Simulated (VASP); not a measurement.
# Zr in VASP: a series of runs

Runs on Zr. Level: PBE. Tasks: single point.

Everything below comes from runs of VASP 6.6.1. Logs are shortened: lines on timing, memory, paths and dates and some standing lists are left out, and cuts for length are marked.

### Step 1. The cell of the first run

It takes space group P6_3/mmc (No. 194, hexagonal). The conventional cell has a = 3.253 Å, b = 3.253 Å, c = 5.181 Å, α = 90.00°, β = 90.00°, γ = 120.00°. Within 4.2 Å of Zr (site symmetry -6m2) lie 12 Zr at 3.20 to 3.25 Å.

### Step 2. Single point, PBE (volume scaled by 1.02)

File INCAR:

```
SYSTEM = Zr
ALGO     = Normal         ! electronic algorithm
EDIFF    = 1E-6           ! SCF threshold, eV
ENCUT    = 520            ! plane-wave cutoff, eV
GGA      = PE             ! functional
ISIF     = 2              ! what is computed and relaxed
ISMEAR   = -1             ! smearing method
LASPH    = .TRUE.         ! aspherical terms in the spheres
LCHARG   = .FALSE.        ! write CHGCAR
LREAL    = .FALSE.        ! projectors in reciprocal space
LWAVE    = .FALSE.        ! write WAVECAR
NBANDS   = 19             ! bands
NELM     = 100            ! most SCF steps
PREC     = Accurate       ! precision mode
SIGMA    = 0.08           ! smearing width, eV
```

File KPOINTS:

```
k-points
0
G
  13 13 7
  0 0 0
```

File POSCAR:

```
Zr
1.0
    3.2534028080      0.0000000000      0.0000000000
   -1.6267014040      2.8175294804      0.0000000000
    0.0000000000      0.0000000000      5.1810870861
Zr
2
Direct
    0.3333333333      0.6666666667      0.2500000000
    0.6666666667      0.3333333333      0.7500000000
```

Potentials or basis: VASP PAW PBE potentials, release 64 (Zr_sv).

On the command line:

```
cat potpaw_PBE.64/Zr_sv/POTCAR > POTCAR
mpirun -np 1 vasp_std > vasp.out
```

OUTCAR:

```text
SYSTEM = Zr
   EDIFF = 1E-6
   ENCUT = 520
   GGA = PE
   ISIF = 2
   ISMEAR = -1
   LASPH = .TRUE.
   LREAL = .FALSE.
   NELM = 100
   PREC = Accurate

 ion  position               nearest neighbor table
   1  0.333  0.667  0.250-   2 3.20   2 3.20   2 3.20   2 3.20   2 3.20   2 3.20
   2  0.667  0.333  0.750-   1 3.20   1 3.20   1 3.20   1 3.20   1 3.20   1 3.20

  LATTYP: Found a hexagonal cell.
 ALAT       =     3.2534028080
 C/A-ratio  =     1.5925132521

  Lattice vectors:

 A1 = (   3.2534028080,   0.0000000000,   0.0000000000)
 A2 = (  -1.6267014040,   2.8175294804,   0.0000000000)
 A3 = (   0.0000000000,   0.0000000000,   5.1810870861)

Analysis of symmetry for initial positions (statically):
=====================================================================
 Subroutine PRICEL returns:
 Original cell was already a primitive cell.

 Routine SETGRP: Setting up the symmetry group for a
 hexagonal supercell.

 Subroutine GETGRP returns: Found 24 space group operations
 (whereof 12 operations were pure point group operations)
 out of a pool of 24 trial point group operations.

The static configuration has the point symmetry D_3d.
 The point group associated with its full space group is D_6h.

Analysis of symmetry for dynamics (positions and initial velocities):
=====================================================================
 Subroutine PRICEL returns:
 Original cell was already a primitive cell.

 Routine SETGRP: Setting up the symmetry group for a
 hexagonal supercell.

 Subroutine GETGRP returns: Found 24 space group operations
 (whereof 12 operations were pure point group operations)
 out of a pool of 24 trial point group operations.

The dynamic configuration has the point symmetry D_3d.
 The point group associated with its full space group is D_6h.

 Subroutine INISYM returns: Found 24 space group operations
 (whereof 12 operations are pure point group operations),
 and found     1 'primitive' translations

----------------------------------------------------------------------------------------

                                     Primitive cell

  volume of cell :      47.4927

  direct lattice vectors                    reciprocal lattice vectors
     3.253402808  0.000000000  0.000000000     0.307370485  0.177460432  0.000000000
    -1.626701404  2.817529480  0.000000000     0.000000000  0.354920865  0.000000000
     0.000000000  0.000000000  5.181087086     0.000000000  0.000000000  0.193009688

  length of vectors
     3.253402808  3.253402808  5.181087086     0.354920865  0.354920865  0.193009688

[... 68 lines left out ...]
   NGX,Y,Z   is equivalent  to a cutoff of  12.26, 12.26, 12.83 a.u.
   NGXF,Y,Z  is equivalent  to a cutoff of  24.53, 24.53, 25.67 a.u.
 SYSTEM =  Zr
   PREC   = accura    normal or accurate (medium, high low for compatibility)
   ISTART =      0    job   : 0-new  1-cont  2-samecut
   ICHARG =      2    charge: 1-file 2-atom 10-const
   ISPIN  =      1    spin polarized calculation?
   LNONCOLLINEAR =      F non collinear calculations
   LSORBIT =      F    spin-orbit coupling
   LASPH  =      T    aspherical Exc in radial PAW
   ENCUT  =  520.0 eV  38.22 Ry    6.18 a.u.   6.05  6.05  9.63*2*pi/ulx,y,z
   NELM   =    100;   NELMIN=  2; NELMDL= -5     # of ELM steps
   EDIFF  = 0.1E-05   stopping-criterion for ELM
   LREAL  =      F    real-space projection
   EDIFFG = 0.1E-04   stopping-criterion for IOM
   NSW    =      0    number of steps for IOM
   IBRION =     -1    ionic relax: 0-MD 1-quasi-New 2-CG
   NFREE  =      0    steps in history (QN), initial steepest desc. (CG)
   ISIF   =      2    stress and relaxation
   ISYM   =      2    0-nonsym 1-usesym 2-fastsym
   POTIM  = 0.5000    time-step for ionic-motion
   TEBEG  =    0.0;   TEEND  =   0.0 temperature during run
   PSTRESS=    0.0 pullay stress
   NELECT =      24.0000    total number of electrons
   NUPDOWN=      -1.0000    fix difference up-down
   EMIN   =  10.00;   EMAX   =-10.00  energy-range for DOS
   EFERMI =   0.00;   METHOD = LEGACY
   ISMEAR =    -1;   SIGMA  =   0.08  broadening in eV -4-tet -1-fermi 0-gaus
   EFERMI_NEDOS =   21; number of points for ismear=-14 and -15
   IALGO  =     38    algorithm
   IMIX   =      4    mixing-type and parameters
     AMIX     =   0.40;   BMIX     =  1.00
     AMIX_MAG =   1.60;   BMIX_MAG =  1.00
  volume/ion in A,a.u.               =      23.75       160.25
  Fermi-wavevector in a.u.,A,eV,Ry     =   1.303976  2.464157 23.134703  1.700353
  Thomas-Fermi vector in A             =   2.434942
   LORBIT       =      0    0 simple, 1 ext, 2 COOP (PROOUT), +10 PAW based schemes
   GGA     = PE    functional components
[... 5 lines left out ...]
 non-spin polarized calculation
  energy-cutoff  :      520.00
  volume of cell :       47.49
 maximum number of plane-waves:      1298
   NGX = 13   NGY = 13   NGZ = 19

 number of electron      24.0000001 magnetization

 Free energy of the ion-electron system (eV)
  ---------------------------------------------------
  ext. energy  EPLUGINS =         0.00000000
  ---------------------------------------------------
  free energy    TOTEN  =       -17.05929944 eV

  energy without entropy =      -17.01394804  energy(sigma->0) =      -17.03662374

 E-fermi :   8.7671     XC(G=0): -10.9924

 val. band max:        8.7550828784   @ k =   0.1538   0.0000   0.1429
 cond. band min:       8.7748024849   @ k =   0.3077   0.3077   0.2857
 fundamental gap:      0.0197196066
 Fermi energy:         8.7670857744

 k-point     1 :       0.0000    0.0000    0.0000
  band No.  band energies     occupation
      1     -40.1007      2.00000
      2     -39.9585      2.00000
      3     -18.5873      2.00000
      4     -17.7732      2.00000
      5     -17.7732      2.00000
      6     -17.6427      2.00000
[... 505 lines left out ...]
      6     -17.8108      2.00000
[... 11 lines left out ...]
     18      11.0236      0.00000
     19      13.4193      0.00000

 [... further k-points ...]
[... 5 lines left out ...]
  --------------------------------------------------------------------------------------
  -------------------------------------------------------------------------------------
  Total       -0.4377293     -0.4377293     -0.2823297      0.0000000     -0.0000000      0.0000000
  in kB      -14.7668895    -14.7668895     -9.5244505      0.0000000     -0.0000000      0.0000000
  external PRESSURE =     -13.0194099 kB  Pullay stress =       0.0000000 kB

 VOLUME and BASIS-vectors are now :
 -----------------------------------------------------------------------------
  energy-cutoff  :      520.00
  volume of cell :       47.49
      direct lattice vectors                 reciprocal lattice vectors
     3.253402808  0.000000000  0.000000000     0.307370485  0.177460432  0.000000000
    -1.626701404  2.817529480  0.000000000     0.000000000  0.354920865  0.000000000
     0.000000000  0.000000000  5.181087086     0.000000000  0.000000000  0.193009688

 POSITION                                       TOTAL-FORCE (eV/Angst)
 -----------------------------------------------------------------------------------
     -0.00000      1.87835      1.29527        -0.000000      0.000000      0.000000
      1.62670      0.93918      3.88582         0.000000     -0.000000      0.000000
 -----------------------------------------------------------------------------------
    total drift:                                0.000000     -0.000000      0.000000

  FREE ENERGIE OF THE ION-ELECTRON SYSTEM (eV)
  ---------------------------------------------------
  free  energy   TOTEN  =       -17.0592994440 eV

  energy  without entropy=      -17.0139480393  energy(sigma->0) =      -17.03662374
```

OSZICAR:

```text
N       E                     dE             d eps       ncg     rms          rms(c)
DAV:   1     0.214226800051E+03    0.21423E+03   -0.13354E+04  3192   0.125E+03
DAV:   2    -0.167265966334E+01   -0.21590E+03   -0.21178E+03  3659   0.366E+02
DAV:   3    -0.173577776322E+02   -0.15685E+02   -0.15558E+02  5767   0.708E+01
DAV:   4    -0.177829959236E+02   -0.42522E+00   -0.42474E+00  3819   0.118E+01
DAV:   5    -0.177954158589E+02   -0.12420E-01   -0.12418E-01  4761   0.140E+00    0.138E+01
DAV:   6    -0.171753560747E+02    0.62006E+00   -0.96931E-01  3470   0.737E+00    0.536E+00
DAV:   7    -0.170533087791E+02    0.12205E+00   -0.60466E-01  4443   0.511E+00    0.112E+00
DAV:   8    -0.170592113057E+02   -0.59025E-02   -0.40534E-02  4198   0.146E+00    0.252E-01
DAV:   9    -0.170593438178E+02   -0.13251E-03   -0.16158E-03  4140   0.351E-01    0.328E-02
DAV:  10    -0.170592991580E+02    0.44660E-04   -0.41021E-05  4170   0.368E-02    0.237E-02
DAV:  11    -0.170592994440E+02   -0.28607E-06   -0.96523E-06  3599   0.337E-02
   1 F= -.17059299E+02 E0= -.17036624E+02  d E =-.453514E-01
```

stdout:

```text
POSCAR found type information on POSCAR Zr
 POSCAR found :  1 types and       2 ions
 scaLAPACK will be used
 LDA part: xc-table for (Slater+PW92), standard interpolation
 POSCAR, INCAR and KPOINTS ok, starting setup
 FFT: planning ... GRIDC
 FFT: planning ... GRID_SOFT
 FFT: planning ... GRID
 WAVECAR not read
 entering main loop
```

It took 19 s on 1 thread of Intel Xeon Platinum 8559C (Emerald Rapids), shared host; peak memory 0.19 GiB.

What came out:

```yaml
Free_energy: -17.0593 eV
Pressure: -1.3 GPa
Band_gap_on_the_k_mesh: zero (band 12 reaches 9.63 eV, above the bottom of band 13 at 8.53 eV)
```

### Step 3. Single point, PBE (volume scaled by 1.06)

File INCAR:

```
SYSTEM = Zr
ALGO = Normal ; EDIFF = 1E-6
ENCUT = 520 ; GGA = PE
ISIF = 2 ; ISMEAR = -1
LASPH = .TRUE. ; LCHARG = .FALSE.
LREAL = .FALSE. ; LWAVE = .FALSE.
NBANDS = 19 ; NELM = 60
PREC = Accurate ; SIGMA = 0.08
```

KPOINTS is that of step 2.

File POSCAR:

```
Zr
1.0
    3.2953868297      0.0000000000      0.0000000000
   -1.6476934148      2.8538887098      0.0000000000
    0.0000000000      0.0000000000      5.2479471970
Zr
2
Direct
    0.3333333333      0.6666666667      0.2500000000
    0.6666666667      0.3333333333      0.7500000000
```

Potentials or basis: VASP PAW PBE potentials, release 64 (Zr_sv).

On the command line:

```
cat potpaw_PBE.64/Zr_sv/POTCAR > POTCAR
mpirun -np 1 vasp_std > vasp.out
```

OUTCAR:

```text
SYSTEM = Zr
   EDIFF = 1E-6
   ENCUT = 520
   GGA = PE
   ISIF = 2
   ISMEAR = -1
   LASPH = .TRUE.
   LREAL = .FALSE.
   NELM = 60
   PREC = Accurate

 ion  position               nearest neighbor table
   1  0.333  0.667  0.250-   2 3.24   2 3.24   2 3.24   2 3.24   2 3.24   2 3.24
   2  0.667  0.333  0.750-   1 3.24   1 3.24   1 3.24   1 3.24   1 3.24   1 3.24

  LATTYP: Found a hexagonal cell.
 ALAT       =     3.2953868297
 C/A-ratio  =     1.5925132521

  Lattice vectors:

 A1 = (   3.2953868297,   0.0000000000,   0.0000000000)
[... 191 lines left out ...]
      4     -18.2999      2.00000
      5     -18.2999      2.00000
      6     -18.1870      2.00000
[... 505 lines left out ...]
      6     -18.3329      2.00000
[... 11 lines left out ...]
     18      10.5265      0.00000
     19      12.7993      0.00000

 [... further k-points ...]
[... 5 lines left out ...]
  --------------------------------------------------------------------------------------
  -------------------------------------------------------------------------------------
  Total       -1.4260864     -1.4260864     -1.3411126     -0.0000000      0.0000000      0.0000000
  in kB      -46.2938742    -46.2938742    -43.5354402     -0.0000000      0.0000000      0.0000000
  external PRESSURE =     -45.3743962 kB  Pullay stress =       0.0000000 kB

 VOLUME and BASIS-vectors are now :
 -----------------------------------------------------------------------------
  energy-cutoff  :      520.00
  volume of cell :       49.36
      direct lattice vectors                 reciprocal lattice vectors
     3.295386830  0.000000000  0.000000000     0.303454511  0.175199544  0.000000000
    -1.647693415  2.853888710  0.000000000     0.000000000  0.350399088  0.000000000
     0.000000000  0.000000000  5.247947197     0.000000000  0.000000000  0.190550698

 POSITION                                       TOTAL-FORCE (eV/Angst)
 -----------------------------------------------------------------------------------
     -0.00000      1.90259      1.31199         0.000000     -0.000000      0.000000
      1.64769      0.95130      3.93596        -0.000000      0.000000      0.000000
 -----------------------------------------------------------------------------------
    total drift:                               -0.000000      0.000000     -0.000000

  FREE ENERGIE OF THE ION-ELECTRON SYSTEM (eV)
  ---------------------------------------------------
  free  energy   TOTEN  =       -17.0254504770 eV

  energy  without entropy=      -16.9790309233  energy(sigma->0) =      -17.00224070
```

Run time: 30 s. Hardware: 1 thread of Intel Xeon Platinum 8559C (Emerald Rapids), shared host; peak memory 0.21 GiB.

Results:

```yaml
Free_energy: -17.0255 eV
Pressure: -4.5 GPa
Band_gap_on_the_k_mesh: zero (band 12 reaches 9.21 eV, above the bottom of band 13 at 8.10 eV)
```

Levels at points of the mesh, in eV from the Fermi level:
| k point | band 8 | band 9 | band 10 | band 11 | band 12 | band 13 | band 14 | band 15 | band 16 | band 17 |
| --- | --- | --- | --- | --- | --- | --- | --- | --- | --- | --- |
| (0.00, 0.00, 0.00) | -26.53 | -5.54 | -2.87 | 0.86 | 0.86 | 0.98 | 1.00 | 1.50 | 1.50 | 2.04 |

[end of part 1 of 2]
